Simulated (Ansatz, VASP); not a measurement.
CaBr: VASP beside Ansatz

```
CELL_PARAMETERS angstrom
4.08415 0.00000 0.00000
-2.04207 3.53698 0.00000
0.00000 0.00000 9.67213
ATOMIC_POSITIONS crystal
Ca 0.33333 0.66667 0.34051
Ca 0.66667 0.33333 0.84051
Br 0.33333 0.66667 0.03449
Br 0.66667 0.33333 0.53449
```

Alike in both runs: task single point; functional PBE; k mesh 7 × 7 × 3; no spin polarisation.

|  | VASP | Ansatz |
| --- | --- | --- |
| version | VASP 6.6.1 | Ansatz 0.2.0 |
| potentials or method | VASP PAW PBE potentials, release 64 (Ca_sv, Br), cutoff 520 eV | plane waves, PAW |
| occupations | methfessel-paxton of order 1, width 0.2 eV | cold, width 0.2 eV |
| valence electrons in the cell | 34 | 34 |

|  | VASP | Ansatz | Ansatz less VASP |
| --- | --- | --- | --- |
| pressure (GPa) | 0.5 | 0.5 | -0.02 |
| traceless stress, the component that is largest in VASP (GPa) | 0.50 | 0.50 | -0.006 |
| rms of the force components (eV/Å) | 0.082 | 0.078 | -0.0045 |

Atom by atom the forces differ by 0.005 eV/Å (rms over components).
